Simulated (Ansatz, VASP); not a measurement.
**One calculation of Al, two programs**

```
Al
1.0
     0.00000   -3.18874    0.00000
    -3.18874    0.00000    0.00000
     0.00000    0.00000   -3.18874
Al
2
Direct
  0.50000 0.50000 0.47648
  0.00000 0.00000 0.02352
```

Change from the starting cell: mode 4 (306.8 1/cm) frozen in, largest displacement +0.075 Å.

Alike in both runs: task single point; functional r2SCAN; k mesh 18 × 18 × 18; occupations gaussian, width 0.15 eV; no spin polarisation.

```csv
,VASP,Ansatz
version,VASP 6.6.1,Ansatz 0.2.0
potentials or method,"VASP PAW PBE potentials, release 64 (Al), cutoff 520 eV","scalar-relativistic, plane waves, PAW"
valence electrons in the cell,6,6
```

```tsv
	VASP	Ansatz	Ansatz less VASP
gap on the k mesh at the Fermi level (eV)	none	none	-
pressure (GPa)	0.4	0.7	+0.31
traceless stress, the component that is largest in VASP (GPa)	-0.76	-0.76	-0.004
rms of the force components (eV/Å)	0.398	0.399	+0.0016
```

VASP's potentials were made for PBE, not for r2SCAN. Atom by atom the forces differ by 0.002 eV/Å (rms over components). A gap of «none» marks a metal or a gap that the smearing closes.
